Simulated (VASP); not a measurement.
A run of VASP 6.6.1 is set up as follows.

INCAR

```
PREC = Accurate
ENCUT = 600
EDIFF = 1E-7
ISMEAR = -1
SIGMA = 0.05
LREAL = F
LASPH = T
NELM = 80
ALGO = Normal
ISIF = 3
LWAVE = F
LCHARG = F
GGA = RP
IBRION = 2
NSW = 60
EDIFFG = -0.01
```

File KPOINTS:

```
Automatic mesh
0
Gamma
  9 9 9
```

File POSCAR:

```
HfN
1.0
    0.0000000000      2.4548220000      2.4548220000
    2.4548220000      0.0000000000      2.4548220000
    2.4548220000      2.4548220000      0.0000000000
Hf N
1 1
Direct
    0.0000000000      0.0000000000      0.0000000000
    0.2500000000      0.2500000000      0.2500000000
```

Potentials or basis: VASP PAW PBE potentials, release 64 (Hf_pv, N).

The run is started by

```sh
$ cat potpaw_PBE.64/Hf_pv/POTCAR potpaw_PBE.64/N/POTCAR > POTCAR
$ mpirun -np 1 vasp_std > vasp.out
```

Task: What does it give for the space group after relaxing (to 0.05 Å)?

Result: F-43m (No. 216).

Task: What does it give for the relaxed cell?

Result: a = 3.491 Å, b = 3.491 Å, c = 3.491 Å, α = 60.00°, β = 60.00°, γ = 60.00°.

Final structure:
```yaml
crystal:
  lattice:
    - [0.00000, 2.46823, 2.46823]
    - [2.46823, 0.00000, 2.46823]
    - [2.46823, 2.46823, 0.00000]
  atoms:
    - { symbol: Hf, position: [0.00000, 0.00000, 0.00000] }
    - { symbol: N, position: [0.25000, 0.25000, 0.25000] }
```
